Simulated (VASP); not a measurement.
# Pb (Im-3m) in VASP: notebook, part 2 of 2

VASP 6.6.1. Earlier steps stand in the parts before.

### Step 4. Single point, PBEsol

This run uses another cell than the first one, of 25.66 Å³/atom.

The input, INCAR:

```
SYSTEM = Pb
ALGO     = Normal         ! electronic algorithm
EDIFF    = 1E-6           ! SCF threshold, eV
ENCUT    = 520            ! plane-wave cutoff, eV
GGA      = PS             ! functional
ISIF     = 2              ! what is computed and relaxed
ISMEAR   = -1             ! smearing method
LASPH    = .TRUE.         ! aspherical terms in the spheres
LCHARG   = .TRUE.         ! write CHGCAR
LELF     = .TRUE.         ! ELF
LREAL    = .FALSE.        ! projectors in reciprocal space
LVHAR    = .TRUE.       
LWAVE    = .FALSE.        ! write WAVECAR
NBANDS   = 13             ! bands
NELM     = 80             ! most SCF steps
PREC     = Accurate       ! precision mode
SIGMA    = 0.05           ! smearing width, eV
```

The input, KPOINTS:

```
k-points
0
G
  9 9 9
  0 0 0
```

The input, POSCAR:

```
Pb
1.0
   -1.8579816066      1.8579816066      1.8579816066
    1.8579816066     -1.8579816066      1.8579816066
    1.8579816066      1.8579816066     -1.8579816066
Pb
1
Direct
    0.0000000000      0.0000000000      0.0000000000
```

Potentials or basis: VASP PAW PBE potentials, release 64 (Pb_d).

Launch:

```console
cat potpaw_PBE.64/Pb_d/POTCAR > POTCAR
mpirun -np 1 vasp_std > vasp.out
```

OUTCAR:

```text
SYSTEM = Pb
   EDIFF = 1E-6
   ENCUT = 520
   GGA = PS
   ISIF = 2
   ISMEAR = -1
   LASPH = .TRUE.
   LREAL = .FALSE.
   NELM = 80
   PREC = Accurate

 ion  position               nearest neighbor table
   1  0.000  0.000  0.000-

  LATTYP: Found a body centered cubic cell.
 ALAT       =     3.7159632132

  Lattice vectors:

 A1 = (  -1.8579816066,   1.8579816066,   1.8579816066)
 A2 = (   1.8579816066,  -1.8579816066,   1.8579816066)
 A3 = (   1.8579816066,   1.8579816066,  -1.8579816066)

Analysis of symmetry for initial positions (statically):
[... 552 lines left out ...]
      6       1.7270      2.00000
      7       5.1502      2.00000
      8       9.8736      0.00000
      9      14.4932      0.00000
     10      18.9518      0.00000
     11      20.5298      0.00000
     12      20.9140      0.00000
     13      23.2772      0.00000

 [... further k-points ...]
[... 5 lines left out ...]
  --------------------------------------------------------------------------------------
  -------------------------------------------------------------------------------------
  Total        1.5844513      1.5844513      1.5844513      0.0000000     -0.0000000      0.0000000
  in kB       98.9475975     98.9475975     98.9475975      0.0000000     -0.0000000      0.0000000
  external PRESSURE =      98.9475975 kB  Pullay stress =       0.0000000 kB

 VOLUME and BASIS-vectors are now :
 -----------------------------------------------------------------------------
  energy-cutoff  :      520.00
  volume of cell :       25.66
      direct lattice vectors                 reciprocal lattice vectors
    -1.857981607  1.857981607  1.857981607     0.000000000  0.269109230  0.269109230
     1.857981607 -1.857981607  1.857981607     0.269109230  0.000000000  0.269109230
     1.857981607  1.857981607 -1.857981607     0.269109230  0.269109230  0.000000000

 POSITION                                       TOTAL-FORCE (eV/Angst)
 -----------------------------------------------------------------------------------
      0.00000      0.00000      0.00000         0.000000      0.000000     -0.000000
 -----------------------------------------------------------------------------------
    total drift:                               -0.000000      0.000000      0.000000

  FREE ENERGIE OF THE ION-ELECTRON SYSTEM (eV)
  ---------------------------------------------------
  free  energy   TOTEN  =        -3.8408360031 eV

  energy  without entropy=       -3.8373428744  energy(sigma->0) =       -3.83908944
```

stdout:

```text
POSCAR found type information on POSCAR Pb
 POSCAR found :  1 types and       1 ions
 scaLAPACK will be used
 -----------------------------------------------------------------------------
|                                                                             |
|                                                                             |
|     You enforced a specific xc type in the INCAR file but a different       |
|     I HOPE YOU KNOW WHAT YOU ARE DOING!                                     |
|                                                                             |
 -----------------------------------------------------------------------------

 LDA part: xc-table for (Slater+PW92), standard interpolation
 POSCAR, INCAR and KPOINTS ok, starting setup
 FFT: planning ... GRIDC
 FFT: planning ... GRID_SOFT
 FFT: planning ... GRID
 WAVECAR not read
 entering main loop
```

It took 9.7 s on 1 thread of Intel Xeon 8259CL, shared host; peak memory 0.14 GiB.

Results:

```yaml
Free_energy: -3.8408 eV
Pressure: 9.9 GPa
Band_gap_on_the_k_mesh: zero (bands 7 and 8 overlap by 11.81 eV)
```

Caveat: the cell stands under pressure; the PAW data sets were made with another functional, which shifts forces and pressure a little; spin-orbit coupling is left out, which moves the levels of the heavy elements.

### Step 5. Single point, PBEsol

This run uses another cell than the first one, of 28.55 Å³/atom.

The input, INCAR:

```
PREC = Accurate
ENCUT = 520
EDIFF = 1E-6
ISMEAR = -1
SIGMA = 0.05
LREAL = F
LASPH = T
NELM = 60
ALGO = Fast
ISIF = 2
LWAVE = F
LCHARG = F
GGA = PS
NBANDS = 13
```

The input, KPOINTS:

```
Automatic mesh
0
Gamma
  9 9 9
```

The input, POSCAR:

```
Pb
1.0
   -1.9253589703      1.9253589703      1.9253589703
    1.9253589703     -1.9253589703      1.9253589703
    1.9253589703      1.9253589703     -1.9253589703
Pb
1
Direct
    0.0000000000      0.0000000000      0.0000000000
```

Potentials or basis: VASP PAW PBE potentials, release 64 (Pb_d).

Launch:

```console
cat potpaw_PBE.64/Pb_d/POTCAR > POTCAR
mpirun -np 1 vasp_std > vasp.out
```

OUTCAR:

```text
PREC = Accurate
   ENCUT = 520
   EDIFF = 1E-6
   ISMEAR = -1
   LREAL = F
   LASPH = T
   NELM = 60
   ISIF = 2
   GGA = PS

 ion  position               nearest neighbor table
   1  0.000  0.000  0.000-

  LATTYP: Found a body centered cubic cell.
 ALAT       =     3.8507179406

  Lattice vectors:

 A1 = (  -1.9253589703,   1.9253589703,   1.9253589703)
 A2 = (   1.9253589703,  -1.9253589703,   1.9253589703)
 A3 = (   1.9253589703,   1.9253589703,  -1.9253589703)

Analysis of symmetry for initial positions (statically):
=====================================================================
 Subroutine PRICEL returns:
 Original cell was already a primitive cell.

 Routine SETGRP: Setting up the symmetry group for a
 body centered cubic supercell.

 Subroutine GETGRP returns: Found 48 space group operations
 (whereof 48 operations were pure point group operations)
 out of a pool of 48 trial point group operations.

The static configuration has the point symmetry O_h .

Analysis of symmetry for dynamics (positions and initial velocities):
=====================================================================
 Subroutine PRICEL returns:
[... 161 lines left out ...]
 Fermi energy:         7.8290873759

 k-point     1 :       0.0000    0.0000    0.0000
  band No.  band energies     occupation
      1      -9.3231      2.00000
      2      -9.3231      2.00000
      3      -9.3231      2.00000
      4      -9.0361      2.00000
      5      -9.0361      2.00000
      6      -4.4067      2.00000
      7      15.9863      0.00000
      8      15.9863      0.00000
      9      15.9863      0.00000
     10      18.9879      0.00000
     11      18.9879      0.00000
     12      18.9879      0.00000
     13      20.6168      0.00000
[... 354 lines left out ...]
  band No.  band energies     occupation
      1      -9.3261      2.00000
      2      -9.2639      2.00000
      3      -9.1371      2.00000
      4      -9.0605      2.00000
      5      -8.8906      2.00000
      6       0.3887      2.00000
      7       4.2725      2.00000
      8       8.4889      0.00000
      9      12.6623      0.00000
     10      16.9936      0.00000
     11      18.4620      0.00000
     12      19.1148      0.00000
     13      21.1098      0.00000

 [... further k-points ...]
[... 5 lines left out ...]
  --------------------------------------------------------------------------------------
  -------------------------------------------------------------------------------------
  Total        0.3494310      0.3494310      0.3494310     -0.0000000      0.0000000      0.0000000
  in kB       19.6099681     19.6099681     19.6099681     -0.0000000      0.0000000      0.0000000
  external PRESSURE =      19.6099681 kB  Pullay stress =       0.0000000 kB

 VOLUME and BASIS-vectors are now :
 -----------------------------------------------------------------------------
  energy-cutoff  :      520.00
  volume of cell :       28.55
      direct lattice vectors                 reciprocal lattice vectors
    -1.925358970  1.925358970  1.925358970     0.000000000  0.259691833  0.259691833
     1.925358970 -1.925358970  1.925358970     0.259691833  0.000000000  0.259691833
     1.925358970  1.925358970 -1.925358970     0.259691833  0.259691833  0.000000000

 POSITION                                       TOTAL-FORCE (eV/Angst)
 -----------------------------------------------------------------------------------
      0.00000      0.00000      0.00000        -0.000000     -0.000000     -0.000000
 -----------------------------------------------------------------------------------
    total drift:                               -0.000000     -0.000000     -0.000000

  FREE ENERGIE OF THE ION-ELECTRON SYSTEM (eV)
  ---------------------------------------------------
  free  energy   TOTEN  =        -3.9414698783 eV

  energy  without entropy=       -3.9375357446  energy(sigma->0) =       -3.93950281
```

OSZICAR:

```text
N       E                     dE             d eps       ncg     rms          rms(c)
DAV:   1     0.103952600185E+03    0.10395E+03   -0.71870E+03   915   0.128E+03
DAV:   2     0.789895530147E+00   -0.10316E+03   -0.99734E+02   945   0.304E+02
DAV:   3    -0.385244271627E+01   -0.46423E+01   -0.46252E+01  1158   0.709E+01
DAV:   4    -0.395829945082E+01   -0.10586E+00   -0.10584E+00  1077   0.110E+01
DAV:   5    -0.396312285770E+01   -0.48234E-02   -0.48233E-02  1270   0.222E+00    0.666E-01
RMM:   6    -0.394589967977E+01    0.17223E-01   -0.17672E-02  1094   0.196E+00    0.318E-01
RMM:   7    -0.394156409073E+01    0.43356E-02   -0.10639E-02  1078   0.117E+00    0.958E-02
RMM:   8    -0.394140413506E+01    0.15996E-03   -0.18679E-03  1295   0.645E-01    0.134E-02
RMM:   9    -0.394145935553E+01   -0.55220E-04   -0.57452E-04  1360   0.231E-01    0.144E-02
RMM:  10    -0.394147166117E+01   -0.12306E-04   -0.17288E-04  1162   0.234E-01    0.150E-02
RMM:  11    -0.394146661733E+01    0.50438E-05   -0.69826E-05  1270   0.110E-01    0.102E-03
RMM:  12    -0.394146955708E+01   -0.29398E-05   -0.29865E-05  1136   0.561E-02    0.985E-04
RMM:  13    -0.394146987834E+01   -0.32125E-06   -0.39797E-06   722   0.246E-02
   1 F= -.39414699E+01 E0= -.39395028E+01  d E =-.393413E-02
```

stdout:

```text
POSCAR found type information on POSCAR Pb
 POSCAR found :  1 types and       1 ions
 scaLAPACK will be used
 -----------------------------------------------------------------------------
|                                                                             |
|                                                                             |
|     You enforced a specific xc type in the INCAR file but a different       |
|     I HOPE YOU KNOW WHAT YOU ARE DOING!                                     |
|                                                                             |
 -----------------------------------------------------------------------------

 LDA part: xc-table for (Slater+PW92), standard interpolation
 POSCAR, INCAR and KPOINTS ok, starting setup
 FFT: planning ... GRIDC
 FFT: planning ... GRID_SOFT
 FFT: planning ... GRID
 WAVECAR not read
 entering main loop
WARNING in EDDRMM: call to ZHEGV failed, returncode =   8  4     13
```

It took 27 s on 1 thread of Intel Xeon 8259CL, shared host; peak memory 0.16 GiB.

Results:

* Free energy: -3.9415 eV
* Pressure: 2.0 GPa
* Band gap on the k mesh: zero (bands 7 and 8 overlap by 10.43 eV)

Caveat: the PAW data sets were made with another functional, which shifts forces and pressure a little; spin-orbit coupling is left out, which moves the levels of the heavy elements.

### Step 6. Summary

| cell | gap on the mesh (eV) | pressure (GPa) |
| --- | --- | --- |
| a = 3.059 Å, angles 109.5°, 1 atom | none | 29.9 |
| a = 3.126 Å, angles 109.5°, 1 atom | none | 19.9 |
| a = 3.218 Å, angles 109.5°, 1 atom | none | 9.9 |
| a = 3.335 Å, angles 109.5°, 1 atom | none | 2.0 |

Alike in all rows: task single point; level PBEsol; potentials or basis VASP PAW PBE potentials, release 64 (Pb_d); no spin polarisation; k mesh 9 × 9 × 9; cutoff (eV) 520; smearing fermi-dirac 0.05 eV.

Caveats: the PAW data sets were made with another functional, which shifts forces and pressure a little; spin-orbit coupling is left out, which moves the levels of the heavy elements; the cell stands under pressure (at least some runs).

Total energies depend on the potentials used, so only differences within one code and one set of settings carry meaning.
